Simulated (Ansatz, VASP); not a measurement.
# Zn7O8: VASP beside Ansatz

```
Zn O
1.0
    -3.35100   -5.80410    0.00000
     5.02650   -2.90205    0.00000
     0.00000    0.00000    5.22600
Zn O
7 8
Direct
  0.50042 0.65794 0.49779
  0.25072 0.83235 0.99359
  0.25434 0.16701 0.50049
  0.00026 0.33233 0.00062
  0.00048 0.66761 0.49616
  0.75022 0.83243 0.99355
  0.74613 0.16699 0.50039
  0.50020 0.33015 0.42391
  0.50041 0.71628 0.86517
  0.24973 0.83049 0.37718
  0.21161 0.14241 0.86754
  0.00031 0.33387 0.38122
  0.00038 0.65732 0.88310
  0.75110 0.83034 0.37725
  0.78866 0.14268 0.86764
```

Alike in both runs: functional PBE; dispersion D3(BJ); k mesh 2 × 2 × 2; occupations gaussian, width 0.02 eV; no spin polarisation.

Ansatz relaxed the structure, and its values are those at the end. VASP's run is a single point on that final structure, the one shown.

|  | VASP | Ansatz |
| --- | --- | --- |
| version | VASP 6.6.1 | Ansatz 0.2.0 |
| potentials or method | VASP PAW PBE potentials, release 64 (Zn, O), cutoff 520 eV | scalar-relativistic, plane waves, PAW |
| valence electrons in the cell | 132 | 132 |

Ansatz gave:

| Item | Value |
| --- | --- |
| rms of the force components (eV/Å) | 0.003 |

Q: Estimate VASP's values.

A: rms of the force components (eV/Å): 0.020.

The k mesh is coarse, so the values compare programs but aren't converged.
